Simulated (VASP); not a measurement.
# K2TiI6O18 (R-3) in VASP: electric field gradients with PBE

Aim: the electric field gradients of K2TiI6O18 with PBE.

Program: VASP 6.6.1. These are calculated values, not measurements. Logs are shortened: lines on timing, memory, paths and dates and some standing lists are left out, and cuts for length are marked.

**1. The cell of the first run**

The structure is trigonal, space group R-3 (No. 148). The conventional cell has a = 11.270 Å, b = 11.270 Å, c = 11.351 Å, α = 90.00°, β = 90.00°, γ = 120.00°. K (site symmetry 3) has 12 O at 2.82 to 3.62 Å and 1 Ti at 3.68 Å within 3.7 Å. Within 2.6 Å of Ti (site symmetry -3) lie 6 O at 1.96 Å. I (site symmetry 1) has 4 O at 1.83 to 2.45 Å within 2.5 Å. Within 2.5 Å of O (site symmetry 1) lie 1 I at 1.90 Å and 1 Ti at 1.96 Å. Within 2.4 Å of O (site symmetry 1) lie 1 I at 1.84 Å. Within 2.5 Å of O (site symmetry 1) lie 2 I at 1.83 to 2.45 Å.

**2. Electric field gradients, PBE**

INCAR

```
SYSTEM = K2TiI6O18
  ALGO = Normal
  EDIFF = 1E-8
  ENCUT = 520
  GGA = PE
  ISIF = 2
  ISMEAR = -1
  LASPH = .TRUE.
  LCHARG = .FALSE.
  LEFG = .TRUE.
  LREAL = Auto
  LWAVE = .FALSE.
  NBANDS = 109
  NELM = 80
  PREC = Accurate
  SIGMA = 0.02
```

KPOINTS

```
k-points
0
G
  3 3 3
  0 0 0
```

POSCAR

```
K2TiI6O18
1.0
    5.6351500000      3.2534553694      3.7838000000
   -5.6351500000      3.2534553694      3.7838000000
    0.0000000000     -6.5069107388      3.7838000000
K Ti I O
2 1 6 18
Direct
    0.1758898370      0.1758898370      0.1758898370
    0.8241101630      0.8241101630      0.8241101630
    0.5000000000      0.5000000000      0.5000000000
    0.7084527776      0.1233947382      0.3371627652
    0.3371627652      0.7084527776      0.1233947382
    0.1233947382      0.3371627652      0.7084527776
    0.2915472224      0.8766052618      0.6628372348
    0.6628372348      0.2915472224      0.8766052618
    0.8766052618      0.6628372348      0.2915472224
    0.5518222393      0.3024041705      0.3277505300
    0.3277505300      0.5518222393      0.3024041705
    0.3024041705      0.3277505300      0.5518222393
    0.4481777607      0.6975958295      0.6722494700
    0.6722494700      0.4481777607      0.6975958295
    0.6975958295      0.6722494700      0.4481777607
    0.9135049578      0.2900037828      0.3856126946
    0.3856126946      0.9135049578      0.2900037828
    0.2900037828      0.3856126946      0.9135049578
    0.0864950422      0.7099962172      0.6143873054
    0.6143873054      0.0864950422      0.7099962172
    0.7099962172      0.6143873054      0.0864950422
    0.6886228713      0.0725124541      0.0908651862
    0.0908651862      0.6886228713      0.0725124541
    0.0725124541      0.0908651862      0.6886228713
    0.3113771287      0.9274875459      0.9091348138
    0.9091348138      0.3113771287      0.9274875459
    0.9274875459      0.9091348138      0.3113771287
```

Potentials or basis: VASP PAW PBE potentials, release 64 (K_sv, Ti_sv, I, O).

Command:

```console
> cat potpaw_PBE.64/K_sv/POTCAR potpaw_PBE.64/Ti_sv/POTCAR potpaw_PBE.64/I/POTCAR potpaw_PBE.64/O/POTCAR > POTCAR
> mpirun -np 1 vasp_std > vasp.out
```

OUTCAR:

```text
SYSTEM = K2TiI6O18
   EDIFF = 1E-8
   ENCUT = 520
   GGA = PE
   ISIF = 2
   ISMEAR = -1
   LASPH = .TRUE.
   LREAL = Auto
   NELM = 80
   PREC = Accurate

 ion  position               nearest neighbor table
   1  0.176  0.176  0.176-  18 2.82  16 2.82  17 2.82
   2  0.824  0.824  0.824-  21 2.82  19 2.82  20 2.82
   3  0.500  0.500  0.500-  12 1.96  15 1.96  14 1.96  11 1.96  10 1.96  13 1.96
   4  0.708  0.123  0.337-  22 1.83  16 1.84  10 1.90  27 2.45  17 2.69
   5  0.337  0.708  0.123-  23 1.83  17 1.84  11 1.90  25 2.45  18 2.69
   6  0.123  0.337  0.708-  24 1.83  18 1.84  12 1.90  26 2.45  16 2.69
   7  0.292  0.877  0.663-  25 1.83  19 1.84  13 1.90  24 2.45  20 2.69
   8  0.663  0.292  0.877-  26 1.83  20 1.84  14 1.90  22 2.45  21 2.69
   9  0.877  0.663  0.292-  27 1.83  21 1.84  15 1.90  23 2.45  19 2.69
  10  0.552  0.302  0.328-   4 1.90   3 1.96
  11  0.328  0.552  0.302-   5 1.90   3 1.96
  12  0.302  0.328  0.552-   6 1.90   3 1.96
  13  0.448  0.698  0.672-   7 1.90   3 1.96
  14  0.672  0.448  0.698-   8 1.90   3 1.96
  15  0.698  0.672  0.448-   9 1.90   3 1.96
  16  0.914  0.290  0.386-   4 1.84   6 2.69   1 2.82
  17  0.386  0.914  0.290-   5 1.84   4 2.69   1 2.82
  18  0.290  0.386  0.914-   6 1.84   5 2.69   1 2.82
  19  0.086  0.710  0.614-   7 1.84   9 2.69   2 2.82
  20  0.614  0.086  0.710-   8 1.84   7 2.69   2 2.82
  21  0.710  0.614  0.086-   9 1.84   8 2.69   2 2.82
  22  0.689  0.073  0.091-   4 1.83   8 2.45
  23  0.091  0.689  0.073-   5 1.83   9 2.45
  24  0.073  0.091  0.689-   6 1.83   7 2.45
  25  0.311  0.927  0.909-   7 1.83   5 2.45
  26  0.909  0.311  0.927-   8 1.83   6 2.45
  27  0.927  0.909  0.311-   9 1.83   4 2.45

  LATTYP: Found a trigonal (rhomboedric) cell.
 ALAT       =     7.5270864086
 COS(alpha) =    -0.1209523561

  Lattice vectors:

 A1 = (   5.6351500000,   3.2534553694,   3.7838000000)
 A2 = (  -5.6351500000,   3.2534553694,   3.7838000000)
 A3 = (   0.0000000000,  -6.5069107388,   3.7838000000)

Analysis of symmetry for initial positions (statically):
=====================================================================
 Subroutine PRICEL returns:
 Original cell was already a primitive cell.

 Routine SETGRP: Setting up the symmetry group for a
 trigonal (rhombohedral) supercell.

 Subroutine GETGRP returns: Found  6 space group operations
 (whereof  6 operations were pure point group operations)
 out of a pool of 12 trial point group operations.

The static configuration has the point symmetry S_6 .

Analysis of symmetry for dynamics (positions and initial velocities):
=====================================================================
 Subroutine PRICEL returns:
 Original cell was already a primitive cell.

 Routine SETGRP: Setting up the symmetry group for a
 trigonal (rhombohedral) supercell.

 Subroutine GETGRP returns: Found  6 space group operations
 (whereof  6 operations were pure point group operations)
 out of a pool of 12 trial point group operations.

The dynamic configuration has the point symmetry S_6 .

 Subroutine INISYM returns: Found  6 space group operations
 (whereof  6 operations are pure point group operations),
 and found     1 'primitive' translations

----------------------------------------------------------------------------------------

                                     Primitive cell

  volume of cell :     416.2265

  direct lattice vectors                    reciprocal lattice vectors
     5.635150000  3.253455369  3.783800000     0.088728783  0.051227587  0.088094861
    -5.635150000  3.253455369  3.783800000    -0.088728783  0.051227587  0.088094861
     0.000000000 -6.506910739  3.783800000     0.000000000 -0.102455173  0.088094861

  length of vectors
     7.527086409  7.527086409  7.527086409     0.135121305  0.135121305  0.135121305

  position of ions in fractional coordinates (direct lattice)
     0.175889837  0.175889837  0.175889837
     0.824110163  0.824110163  0.824110163
     0.500000000  0.500000000  0.500000000
[... 113 lines left out ...]
   ISIF   =      2    stress and relaxation
   ISYM   =      2    0-nonsym 1-usesym 2-fastsym
   POTIM  = 0.5000    time-step for ionic-motion
   TEBEG  =    0.0;   TEEND  =   0.0 temperature during run
   PSTRESS=    0.0 pullay stress
   NELECT =     180.0000    total number of electrons
   NUPDOWN=      -1.0000    fix difference up-down
   EMIN   =  10.00;   EMAX   =-10.00  energy-range for DOS
   EFERMI =   0.00;   METHOD = LEGACY
   ISMEAR =    -1;   SIGMA  =   0.02  broadening in eV -4-tet -1-fermi 0-gaus
   EFERMI_NEDOS =   21; number of points for ismear=-14 and -15
   IALGO  =     38    algorithm
   IMIX   =      4    mixing-type and parameters
     AMIX     =   0.40;   BMIX     =  1.00
     AMIX_MAG =   1.60;   BMIX_MAG =  1.00
  volume/ion in A,a.u.               =      15.42       104.03
  Fermi-wavevector in a.u.,A,eV,Ry     =   1.238005  2.339490 20.853057  1.532656
  Thomas-Fermi vector in A             =   2.372549
   LORBIT       =      0    0 simple, 1 ext, 2 COOP (PROOUT), +10 PAW based schemes
   GGA     = PE    functional components
   LHFCALC =     F    Hartree Fock is set to
   AEXX    =    0.0000 exact exchange contribution
   IVDW    =     0    specifies the selected vdW correction
   LEPSILON=     F    determine dielectric tensor
   LRPA    =     F    only Hartree local field effects (RPA)
 non-spin polarized calculation
  energy-cutoff  :      520.00
  volume of cell :      416.23
 maximum number of plane-waves:     11223
   NGX = 27   NGY = 27   NGZ = 27

 number of electron     179.9999997 magnetization

 Free energy of the ion-electron system (eV)
  ---------------------------------------------------
  ext. energy  EPLUGINS =         0.00000000
  ---------------------------------------------------
  free energy    TOTEN  =      -131.56412914 eV

  energy without entropy =     -131.56412914  energy(sigma->0) =     -131.56412914

 E-fermi :   3.2286     XC(G=0):  -9.6019

 val. band max:        2.6852878132   @ k =   0.0000   0.0000   0.0000
 cond. band min:       5.4712408982   @ k =  -0.3333   0.3333   0.0000
 fundamental gap:      2.7859530850
 Fermi energy:         3.2285734845

 k-point     1 :       0.0000    0.0000    0.0000
  band No.  band energies     occupation
      1     -54.0252      2.00000
      2     -30.3044      2.00000
      3     -30.2525      2.00000
      4     -30.2525      2.00000
      5     -24.3309      2.00000
      6     -24.3247      2.00000
[... 619 lines left out ...]
    101       7.4315      0.00000
    102       7.4444      0.00000
 [bands above 102 left out]

------------------------ aborting loop because EDIFF is reached ----------------------------------------

  FORCE on cell =-STRESS in cart. coord.  units (eV):
  Direction    XX          YY          ZZ          XY          YZ          ZX
  --------------------------------------------------------------------------------------
  -------------------------------------------------------------------------------------
  Total        4.9169727      4.9169727      3.4965990      0.0000003     -0.0000000      0.0000000
  in kB       18.9268623     18.9268623     13.4594297      0.0000011     -0.0000000      0.0000000
  external PRESSURE =      17.1043847 kB  Pullay stress =       0.0000000 kB

 VOLUME and BASIS-vectors are now :
 -----------------------------------------------------------------------------
  energy-cutoff  :      520.00
  volume of cell :      416.23
      direct lattice vectors                 reciprocal lattice vectors
     5.635150000  3.253455369  3.783800000     0.088728783  0.051227587  0.088094861
    -5.635150000  3.253455369  3.783800000    -0.088728783  0.051227587  0.088094861
     0.000000000 -6.506910739  3.783800000     0.000000000 -0.102455173  0.088094861

 POSITION                                       TOTAL-FORCE (eV/Angst)
 -----------------------------------------------------------------------------------
      0.00000      0.00000      1.99660         0.000000     -0.000000     -0.003987
      0.00000      0.00000      9.35480         0.000000     -0.000000      0.003987
      0.00000      0.00000      5.67570         0.000000     -0.000000      0.000000
      3.29689      0.51249      4.42330        -0.020270      0.018668     -0.016388
     -2.09227      2.59894      4.42330        -0.006032     -0.026888     -0.016388
     -1.20461     -3.11144      4.42330         0.026302      0.008220     -0.016388
[... 19 lines left out ...]
      3.36845     -2.06420      8.12760        -0.019368      0.020805     -0.043005
      0.10342      3.94927      8.12760        -0.008334     -0.027176     -0.043005
 -----------------------------------------------------------------------------------
    total drift:                                0.000000      0.000000     -0.000000

  FREE ENERGIE OF THE ION-ELECTRON SYSTEM (eV)
  ---------------------------------------------------
  free  energy   TOTEN  =      -131.5641291410 eV

  energy  without entropy=     -131.5641291410  energy(sigma->0) =     -131.56412914

 Electric field gradients (V/A^2)
---------------------------------------------------------------------
 ion       V_xx      V_yy      V_zz      V_xy      V_xz      V_yz
---------------------------------------------------------------------
   1      -5.764    -5.764    11.528    -0.000     0.000    -0.000
   2      -5.764    -5.764    11.528    -0.000    -0.000    -0.000
   3       3.464     3.464    -6.927    -0.000     0.000     0.000
   4     270.543  -428.193   157.650   220.519    45.512  -101.944
   5     -62.534   -95.116   157.650  -412.821    65.530    90.386
   6    -444.484   286.834   157.650   192.302  -111.042    11.558
[... 19 lines left out ...]
  26      25.297   -32.052     6.755    65.944   105.958    40.094
  27      39.395   -46.150     6.755   -57.805   -87.701    71.715
---------------------------------------------------------------------

 Electric field gradients after diagonalization (V/A^2)
 (convention: |V_zz| > |V_xx| > |V_yy|)
----------------------------------------------------------------------
 ion       V_xx      V_yy      V_zz     asymmetry (V_yy - V_xx)/ V_zz
----------------------------------------------------------------------
   1      -5.764    -5.764    11.528       0.000
   2      -5.764    -5.764    11.528       0.000
   3       3.464     3.464    -6.927       0.000
   4     335.769   174.512  -510.281       0.316
   5     335.769   174.512  -510.281       0.316
   6     335.769   174.512  -510.281       0.316
[... 19 lines left out ...]
  26     -96.253   -57.189   153.441       0.255
  27     -96.253   -57.189   153.441       0.255
----------------------------------------------------------------------

           NMR quadrupolar parameters

 Cq : quadrupolar parameter    Cq=e*Q*V_zz/h
 eta: asymmetry parameters     (V_yy - V_xx)/ V_zz
 Q  : nuclear electric quadrupole moment in mb (millibarn)
----------------------------------------------------------------------
 ion       Cq(MHz)       eta       Q (mb)
----------------------------------------------------------------------
   1       0.028       0.000       1.000
   2       0.028       0.000       1.000
   3      -0.017       0.000       1.000
   4      -1.234       0.316       1.000
   5      -1.234       0.316       1.000
   6      -1.234       0.316       1.000
[... 19 lines left out ...]
  26       0.371       0.255       1.000
  27       0.371       0.255       1.000
----------------------------------------------------------------------
```

Run time: 8 min. Hardware: 1 thread of Intel Xeon Platinum 8488C (Sapphire Rapids), shared host; peak memory 0.5 GiB.

Results:

```yaml
Free_energy: -131.5641 eV
Pressure: 1.7 GPa
Largest_force: 0.105 eV/Å
Band_gap_on_the_k_mesh: 2.79 eV (least direct gap 2.84 eV)
Largest_electric_field_gradient_by_atom: K +11.5; Ti -6.9; I -510.3; O +124.4, +140.5, +153.4 (each value once) V/Å²
```

Forces in eV/Å, atoms in the order of the input:
```
K    0.000  0.000 -0.004
K    0.000  0.000  0.004
Ti   0.000  0.000  0.000
I   -0.020  0.019 -0.016
I   -0.006 -0.027 -0.016
I    0.026  0.008 -0.016
I    0.020 -0.019  0.016
I    0.006  0.027  0.016
I   -0.026 -0.008  0.016
O    0.100  0.029 -0.013
O   -0.075  0.072 -0.013
O   -0.025 -0.101 -0.013
O   -0.100 -0.029  0.013
O    0.075 -0.072  0.013
O    0.025  0.101  0.013
O   -0.018 -0.018 -0.027
O    0.025 -0.007 -0.027
O   -0.007  0.025 -0.027
O    0.018  0.018  0.027
O   -0.025  0.007  0.027
O    0.007 -0.025  0.027
O   -0.028 -0.006  0.043
O    0.019 -0.021  0.043
O    0.008  0.027  0.043
O    0.028  0.006 -0.043
O   -0.019  0.021 -0.043
O   -0.008 -0.027 -0.043
```

Electric field gradients, principal values (V/Å²):
```tsv
atom	least	middle	greatest (by size)
1 K	-5.764	-5.764	11.528
2 K	-5.764	-5.764	11.528
3 Ti	3.464	3.464	-6.927
4 I	174.512	335.769	-510.281
5 I	174.512	335.769	-510.281
6 I	174.512	335.769	-510.281
7 I	174.512	335.769	-510.281
8 I	174.512	335.769	-510.281
9 I	174.512	335.769	-510.281
10 O	-57.042	-67.400	124.442
11 O	-57.042	-67.400	124.442
12 O	-57.042	-67.400	124.442
13 O	-57.042	-67.400	124.442
14 O	-57.042	-67.400	124.442
15 O	-57.042	-67.400	124.442
16 O	-58.346	-82.110	140.456
17 O	-58.346	-82.110	140.456
18 O	-58.346	-82.110	140.456
19 O	-58.346	-82.110	140.456
20 O	-58.346	-82.110	140.456
21 O	-58.346	-82.110	140.456
22 O	-57.189	-96.253	153.441
23 O	-57.189	-96.253	153.441
24 O	-57.189	-96.253	153.441
25 O	-57.189	-96.253	153.441
26 O	-57.189	-96.253	153.441
27 O	-57.189	-96.253	153.441
```

Caveat: without QUAD_EFG the Cq values of the log hold for a quadrupole moment of 1 mb, not for the nuclei; spin-orbit coupling is left out, which moves the levels of the heavy elements.
